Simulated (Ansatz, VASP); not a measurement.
# One calculation of SiC, two programs

INCAR

```
SYSTEM = SiC
PREC     = Accurate       ! precision mode
ENCUT    = 520            ! plane-wave cutoff, eV
EDIFF    = 1E-7           ! SCF threshold, eV
ISMEAR   = 0              ! smearing method
SIGMA    = 0.05           ! smearing width, eV
LREAL    = .False.        ! projectors in reciprocal space
LASPH    = .True.         ! aspherical terms in the spheres
NELM     = 60             ! most SCF steps
ALGO     = Normal         ! electronic algorithm
ISIF     = 2              ! what is computed and relaxed
LWAVE    = .False.        ! write WAVECAR
LCHARG   = .True.         ! write CHGCAR
GGA      = PS             ! functional
LELF     = .True.         ! ELF
LVHAR    = .True.       
NBANDS   = 11             ! bands
```

File KPOINTS:

```
Automatic mesh
0
Gamma
  20 20 20
  0 0 0
```

POSCAR

```
SiC
1.0
    0.0000000000      1.9898111210      1.9898111210
    1.9898111210      0.0000000000      1.9898111210
    1.9898111210      1.9898111210      0.0000000000
C Si
1 1
Direct
    0.0000000000      0.0000000000      0.0000000000
    0.5000000000      0.5000000000      0.5000000000
```

Input for Ansatz:

```yaml
crystal:
  lattice:
    - [0.0, 1.989811121, 1.989811121]
    - [1.989811121, 0.0, 1.989811121]
    - [1.989811121, 1.989811121, 0.0]
  atoms:
    - { symbol: C, position: [0.0, 0.0, 0.0] }
    - { symbol: Si, position: [0.5, 0.5, 0.5] }
basis:
  ecutwfc: 420
  ecutrho_ratio: 4
kpoints:
  mp_grid: { grid: [20, 20, 20] }
hamiltonian:
  xc: pbesol
scf:
  occupations: { method: gaussian, width: 0.05 }
output:
  forces: true
  stress: true
  eigenvalues: true
```

Alike in both runs: task single point; functional PBEsol; k mesh 20 × 20 × 20; occupations gaussian, width 0.05 eV; no spin polarisation.

```csv
,VASP,Ansatz
version,VASP 6.6.1,Ansatz 0.2.0
potentials or method,"VASP PAW PBE potentials, release 64 (C, Si), cutoff 520 eV","scalar-relativistic, plane waves, PAW"
valence electrons in the cell,8,8
```

Ansatz gave:

| Item | Value |
| --- | --- |
| gap on the k mesh at the Fermi level (eV) | none |
| pressure (GPa) | 11.5 |

Task: Estimate VASP's values.

Result: gap on the k mesh at the Fermi level (eV): none; pressure (GPa): 12.1.

VASP's potentials were made for PBE, not for PBEsol. A gap of «none» marks a metal or a gap that the smearing closes. With one functional, cell and mesh, what is left measures potentials, basis and numerics.
